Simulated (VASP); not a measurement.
# CdW (Pm-3m) in VASP: relaxation of volume and atoms at fixed shape with r2SCAN

Aim: the relaxation of volume and atoms at fixed shape of CdW with r2SCAN.

All numbers are computed with VASP 6.6.1; they aren't measurements. Logs are shortened: lines on timing, memory, paths and dates and some standing lists are left out, and cuts for length are marked.

### Step 1. The cell of the first run

Symmetry: Pm-3m, No. 221, cubic system. The conventional cell has a = 3.335 Å, b = 3.335 Å, c = 3.335 Å, α = 90.00°, β = 90.00°, γ = 90.00°. Within 3.8 Å of Cd (site symmetry m-3m) lie 8 W at 2.89 Å and 6 Cd at 3.33 Å. Within 3.8 Å of W (site symmetry m-3m) lie 8 Cd at 2.89 Å and 6 W at 3.33 Å.

### Step 2. Relaxation of volume and atoms at fixed shape, r2SCAN

File POSCAR:

```
CdW
1.0
    3.3350000000      0.0000000000      0.0000000000
    0.0000000000      3.3350000000      0.0000000000
    0.0000000000      0.0000000000      3.3350000000
Cd W
1 1
Direct
    0.0000000000      0.0000000000      0.0000000000
    0.5000000000      0.5000000000      0.5000000000
```

File INCAR.step1:

```
ALGO = Normal
EDIFF = 1E-5
EDIFFG = -0.005
ENCUT = 700
GGA = PE
GGA_COMPAT = F
IBRION = 2
ISIF = 3
ISMEAR = -1
LASPH = T
LCHARG = F
LREAL = F
LWAVE = T
NELM = 120
NELMIN = 4
NSW = 100
PREC = Accurate
SIGMA = 0.1
```

File INCAR.step2:

```
ALGO = Normal
EDIFF = 1E-7
EDIFFG = -0.02
ENCUT = 700
GGA_COMPAT = F
IBRION = 2
ISIF = 8
ISMEAR = -1
ISTART = 1
LASPH = T
LCHARG = F
LMIXTAU = T
LREAL = F
LWAVE = F
METAGGA = R2SCAN
NELM = 120
NELMIN = 4
NSW = 80
PREC = Accurate
SIGMA = 0.1
```

File KPOINTS:

```
k-points
0
Gamma
  6 6 6
```

Potentials or basis: VASP PAW PBE potentials, release 64 (Cd_sv_GW, W_sv).

On the command line:

```bash
cat potpaw_PBE.64/Cd_sv_GW/POTCAR potpaw_PBE.64/W_sv/POTCAR > POTCAR
cp INCAR.step1 INCAR
mpirun -np 1 vasp_std > vasp.out
cp INCAR.step2 INCAR
mpirun -np 1 vasp_std > vasp.out
```

OUTCAR:

```text
EDIFF = 1E-7
   EDIFFG = -0.02
   ENCUT = 700
   IBRION = 2
   ISIF = 8
   ISMEAR = -1
   ISTART = 1
   LASPH = T
   LREAL = F
   METAGGA = R2SCAN
   NELM = 120
   NELMIN = 4
   NSW = 80
   PREC = Accurate

 ion  position               nearest neighbor table
   1  0.000  0.000  0.000-   2 2.89   2 2.89   2 2.89   2 2.89   2 2.89   2 2.89   2 2.89   2 2.89

   2  0.500  0.500  0.500-   1 2.89   1 2.89   1 2.89   1 2.89   1 2.89   1 2.89   1 2.89   1 2.89

  LATTYP: Found a simple cubic cell.
 ALAT       =     3.3350000000

  Lattice vectors:

 A1 = (   3.3350000000,   0.0000000000,   0.0000000000)
 A2 = (   0.0000000000,   3.3350000000,   0.0000000000)
 A3 = (   0.0000000000,   0.0000000000,   3.3350000000)

Analysis of symmetry for initial positions (statically):
=====================================================================
 Subroutine PRICEL returns:
 Original cell was already a primitive cell.

 Routine SETGRP: Setting up the symmetry group for a
 simple cubic supercell.

 Subroutine GETGRP returns: Found 48 space group operations
 (whereof 48 operations were pure point group operations)
 out of a pool of 48 trial point group operations.

The static configuration has the point symmetry O_h .

Analysis of symmetry for dynamics (positions and initial velocities):
=====================================================================
 Subroutine PRICEL returns:
 Original cell was already a primitive cell.

 Routine SETGRP: Setting up the symmetry group for a
 simple cubic supercell.

 Subroutine GETGRP returns: Found 48 space group operations
 (whereof 48 operations were pure point group operations)
 out of a pool of 48 trial point group operations.

The dynamic configuration has the point symmetry O_h .

 Subroutine INISYM returns: Found 48 space group operations
 (whereof 48 operations are pure point group operations),
 and found     1 'primitive' translations

----------------------------------------------------------------------------------------

                                     Primitive cell

  volume of cell :      37.0926

  direct lattice vectors                    reciprocal lattice vectors
     3.335000000  0.000000000  0.000000000     0.299850075  0.000000000  0.000000000
     0.000000000  3.335000000  0.000000000     0.000000000  0.299850075  0.000000000
     0.000000000  0.000000000  3.335000000     0.000000000  0.000000000  0.299850075

  length of vectors
     3.335000000  3.335000000  3.335000000     0.299850075  0.299850075  0.299850075

  position of ions in fractional coordinates (direct lattice)
     0.000000000  0.000000000  0.000000000
     0.500000000  0.500000000  0.500000000

  ion indices of the primitive-cell ions
   primitive index   ion index
                 1           1
                 2           2

----------------------------------------------------------------------------------------

 KPOINTS: k-points

Automatic generation of k-mesh.
 Grid dimensions read from file:
 generate k-points for:    6    6    6

 Generating k-lattice:

  Cartesian coordinates                     Fractional coordinates (reciprocal lattice)
     0.049975012  0.000000000  0.000000000     0.166666667  0.000000000  0.000000000
     0.000000000  0.049975012  0.000000000     0.000000000  0.166666667  0.000000000
     0.000000000  0.000000000  0.049975012     0.000000000  0.000000000  0.166666667

  Length of vectors
     0.049975012  0.049975012  0.049975012

  Shift w.r.t. Gamma in fractional coordinates (k-lattice)
     0.000000000  0.000000000  0.000000000

 Subroutine IBZKPT returns following result:
 ===========================================

 Found     20 irreducible k-points:

 Following reciprocal coordinates:
            Coordinates               Weight
  0.000000  0.000000  0.000000      1.000000
  0.166667  0.000000  0.000000      6.000000
  0.333333  0.000000  0.000000      6.000000
  0.500000  0.000000  0.000000      3.000000
  0.166667  0.166667  0.000000     12.000000
  0.333333  0.166667  0.000000     24.000000
[... 12 lines left out ...]
  0.500000  0.500000  0.333333      6.000000
  0.500000  0.500000  0.500000      1.000000
   k-points           NKPTS =     20   k-points in BZ     NKDIM =     20   number of bands    NBANDS=     21
   number of dos      NEDOS =    301   number of ions     NIONS =      2
   total plane-waves  NPLWV =  27000
   dimension x,y,z NGX =    30 NGY =   30 NGZ =   30
   dimension x,y,z NGXF=    60 NGYF=   60 NGZF=   60
   ions per type =               1   1
   NGX,Y,Z   is equivalent  to a cutoff of  14.95, 14.95, 14.95 a.u.
   NGXF,Y,Z  is equivalent  to a cutoff of  29.91, 29.91, 29.91 a.u.
 SYSTEM =  unknown system
   PREC   = accura    normal or accurate (medium, high low for compatibility)
   ISTART =      1    job   : 0-new  1-cont  2-samecut
   ICHARG =      0    charge: 1-file 2-atom 10-const
   ISPIN  =      1    spin polarized calculation?
   LNONCOLLINEAR =      F non collinear calculations
   LSORBIT =      F    spin-orbit coupling
   LASPH  =      T    aspherical Exc in radial PAW
   ENCUT  =  700.0 eV  51.45 Ry    7.17 a.u.   7.19  7.19  7.19*2*pi/ulx,y,z
   NELM   =    120;   NELMIN=  4; NELMDL=  0     # of ELM steps
   EDIFF  = 0.1E-06   stopping-criterion for ELM
   LREAL  =      F    real-space projection
   EDIFFG = -.2E-01   stopping-criterion for IOM
   NSW    =     80    number of steps for IOM
   IBRION =      2    ionic relax: 0-MD 1-quasi-New 2-CG
   NFREE  =      1    steps in history (QN), initial steepest desc. (CG)
   ISIF   =      8    stress and relaxation
   ISYM   =      2    0-nonsym 1-usesym 2-fastsym
   POTIM  = 0.5000    time-step for ionic-motion
   TEBEG  =    0.0;   TEEND  =   0.0 temperature during run
   PSTRESS=    0.0 pullay stress
   NELECT =      34.0000    total number of electrons
   NUPDOWN=      -1.0000    fix difference up-down
   EMIN   =  10.00;   EMAX   =-10.00  energy-range for DOS
   EFERMI =   0.00;   METHOD = LEGACY
   ISMEAR =    -1;   SIGMA  =   0.10  broadening in eV -4-tet -1-fermi 0-gaus
   EFERMI_NEDOS =   21; number of points for ismear=-14 and -15
   IALGO  =     38    algorithm
   IMIX   =      4    mixing-type and parameters
     AMIX     =   0.40;   BMIX     =  1.00
     AMIX_MAG =   1.60;   BMIX_MAG =  1.00
  volume/ion in A,a.u.               =      18.55       125.16
  Fermi-wavevector in a.u.,A,eV,Ry     =   1.590274  3.005182 34.408746  2.528971
  Thomas-Fermi vector in A             =   2.688994
   LORBIT       =      0    0 simple, 1 ext, 2 COOP (PROOUT), +10 PAW based schemes
   METAGGA = R2SCAN    functional components
   LHFCALC =     F    Hartree Fock is set to
   AEXX    =    0.0000 exact exchange contribution
   IVDW    =     0    specifies the selected vdW correction
   LEPSILON=     F    determine dielectric tensor
   LRPA    =     F    only Hartree local field effects (RPA)
 conjugate gradient relaxation of ions
 non-spin polarized calculation
  energy-cutoff  :      700.00
  volume of cell :       37.09
 maximum number of plane-waves:      1596
 NGX is ok and might be reduce to    30
   NGX = 15   NGY = 15   NGZ = 15

--------------------------------------- Ionic step        1  -------------------------------------------

 number of electron      33.9999997 magnetization

 Free energy of the ion-electron system (eV)
  ---------------------------------------------------
  ext. energy  EPLUGINS =         0.00000000
  ---------------------------------------------------
  free energy    TOTEN  =       -68.99001133 eV

  energy without entropy =      -68.93364888  energy(sigma->0) =      -68.96183011

------------------------ aborting loop because EDIFF is reached ----------------------------------------

  FORCE on cell =-STRESS in cart. coord.  units (eV):
  Direction    XX          YY          ZZ          XY          YZ          ZX
  --------------------------------------------------------------------------------------
  -------------------------------------------------------------------------------------
  Total       -2.5441827     -2.5441827     -2.5441827     -0.0000000     -0.0000000      0.0000000
  in kB     -109.8933359   -109.8933359   -109.8933359     -0.0000000     -0.0000000      0.0000000
  external PRESSURE =    -109.8933359 kB  Pullay stress =       0.0000000 kB
[... 21 lines left out ...]
  energy  without entropy=      -68.9336488811  energy(sigma->0) =      -68.96183011

--------------------------------------- Ionic step        2  -------------------------------------------

 number of electron      34.0000003 magnetization

 E-fermi :  10.7412     XC(G=0): -14.8503

 val. band max:       10.4795040275   @ k =   0.3333   0.0000   0.0000
 cond. band min:      10.7431527339   @ k =   0.1667   0.1667   0.0000
 fundamental gap:      0.2636487064
 Fermi energy:        10.7411701763

 k-point     1 :       0.0000    0.0000    0.0000
  band No.  band energies     occupation
      1     -95.3622      2.00000
      2     -65.0927      2.00000
      3     -55.4763      2.00000
      4     -55.4763      2.00000
      5     -55.4763      2.00000
      6     -28.5884      2.00000
[... 538 lines left out ...]
  energy  without entropy=      -69.0336998997  energy(sigma->0) =      -69.05956654

--------------------------------------- Ionic step        4  -------------------------------------------

 number of electron      34.0000005 magnetization

 Free energy of the ion-electron system (eV)
  ---------------------------------------------------
  ext. energy  EPLUGINS =         0.00000000
  ---------------------------------------------------
  free energy    TOTEN  =       -69.08554182 eV

  energy without entropy =      -69.03391991  energy(sigma->0) =      -69.05973086

 E-fermi :   9.1212     XC(G=0): -14.0555

 val. band max:        9.1174515637   @ k =   0.3333   0.1667   0.1667
 cond. band min:       9.1327052867   @ k =   0.1667   0.1667   0.0000
 fundamental gap:      0.0152537230
 Fermi energy:         9.1212446788

 k-point     1 :       0.0000    0.0000    0.0000
  band No.  band energies     occupation
      1     -96.6245      2.00000
      2     -66.9462      2.00000
      3     -56.7360      2.00000
      4     -56.7360      2.00000
      5     -56.7360      2.00000
      6     -30.4096      2.00000
[... 498 lines left out ...]
  FREE ENERGIE OF THE ION-ELECTRON SYSTEM (eV)
  ---------------------------------------------------
  free  energy   TOTEN  =       -69.0855418162 eV

  energy  without entropy=      -69.0339199129  energy(sigma->0) =      -69.05973086

 reached required accuracy - stopping structural energy minimisation
```

Run time: 3.6 min. Hardware: 1 thread of Intel Xeon 6975P-C (Granite Rapids), shared host; peak memory 0.21 GiB.

Results:

```yaml
Free_energy: -69.0855 eV
Relaxed_volume: 17.26 Å³/atom
Relaxed_cell: a = 3.256 Å, b = 3.256 Å, c = 3.256 Å, α = 90.00°, β = 90.00°, γ = 90.00°
Space_group_after_relaxing_to_0.1_Å: Pm-3m (No. 221)
Energy_gained_by_relaxing: 47.8 meV/atom
Ionic_steps: 4
Pressure_after_relaxing: -0.1 GPa
Band_gap_on_the_k_mesh: zero (bands 17 and 18 overlap by 3.48 eV)
```

The path:
| step | energy change (eV) | largest force (eV/Å) | pressure (GPa) | volume (Å³) |
| --- | --- | --- | --- | --- |
| 1 | 0.0000 | 0.0000 | -10.99 | 37.09 |
| 2 | 0.2062 | 0.0000 | 28.34 | 30.67 |
| 3 | -0.0954 | 0.0000 | -0.43 | 34.58 |
| 4 | -0.0955 | 0.0000 | -0.06 | 34.52 |

Final structure:
```yaml
crystal:
  lattice:
    - [3.25593, 0.00000, 0.00000]
    - [0.00000, 3.25593, 0.00000]
    - [0.00000, 0.00000, 3.25593]
  atoms:
    - { symbol: Cd, position: [0.00000, 0.00000, 0.00000] }
    - { symbol: W, position: [0.50000, 0.50000, 0.50000] }
```

Caveat: the PAW data sets were made with another functional, which shifts forces and pressure a little; spin-orbit coupling is left out, which moves the levels of the heavy elements.
